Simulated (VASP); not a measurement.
Wanted: the native input for a VASP 6.6.1 run.

```
Task                   : single point
Functional             : PBE
Potentials or basis    : VASP PAW PBE potentials, release 64 (B)
Cutoff                 : 520 eV
k mesh                 : 12 × 6 × 4
Occupations            : gaussian, width 0.2 eV
Spin                   : no spin polarisation
Dipole correction      : no
Further INCAR settings : ALGO = Normal; EDIFF = 1e-06; NBANDS = 14
```

The structure of B lies in POSCAR:

```
B
1.0
   -1.6244429233      0.0000000000      0.0000000000
    0.0000000000      0.0000000000     -3.9178863528
    0.0000000000     -5.7322254317      0.0000000000
B
4
Direct
    1.0000000000      0.3907567532      1.0000000000
    1.0000000000      0.3907567532      0.5000000000
    0.5000000000      0.6092432468      0.7500000000
    0.5000000000      0.6092432468      0.2500000000
```

The input as run:

INCAR

```
SYSTEM = B
PREC = Accurate ; ENCUT = 520
EDIFF = 1E-6 ; ISMEAR = 0
SIGMA = 0.2 ; LREAL = .FALSE.
LASPH = .TRUE. ; NELM = 60
ALGO = Normal ; ISIF = 2
LWAVE = .FALSE. ; LCHARG = .FALSE.
GGA = PE ; NBANDS = 14
```

KPOINTS

```
Automatic mesh
0
G
  12 6 4
  0 0 0
```

Potentials or basis: VASP PAW PBE potentials, release 64 (B).

Launch:

```bash
$ cat potpaw_PBE.64/B/POTCAR > POTCAR
$ mpirun -np 1 vasp_std > vasp.out
```

Results of the run:

```
Pressure               : -0.2 GPa
Largest force          : 0.152 eV/Å
Band gap on the k mesh : zero (band 6 reaches 9.56 eV, above the bottom of band 7 at -0.14 eV)
```

Caveat: this functional lacks dispersion, which binds the layers, so the pressure and a relaxed spacing across them are unreliable.

Wall time 11 s on 1 thread of Intel(R) Xeon(R) 6975P-C (Granite Rapids) (shared host), peak memory 0.15 GiB.
